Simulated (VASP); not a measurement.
Runs of VASP 6.6.1 on CsI. The structure is that of space group Pm-3m (No. 221), or close to it. The cells are those of the table. 

| cell | gap on the mesh (eV) | pressure (GPa) |
| --- | --- | --- |
| a = 4.536 Å, 2 atoms | 3.94 | 1.1 |
| a = 4.582 Å, 2 atoms | 3.84 | 0.7 |
| a = 4.627 Å, 2 atoms | (a) | 0.3 |
| a = 4.671 Å, 2 atoms | (b) | 0.0 |

Alike in all rows: task single point; level PBE; potentials or basis VASP PAW PBE potentials, release 64 (Cs_sv, I); no spin polarisation; k mesh 4 × 4 × 4; cutoff (eV) 500; smearing gaussian 0.01 eV.

**Question.** Fill in the values left out.

**Answer.** (a) 3.75; (b) 3.67.

Caveats: spin-orbit coupling is left out, which moves the levels of the heavy elements.

A k mesh can miss the band edges, and the runs leave out spin-orbit coupling on Cs, I.
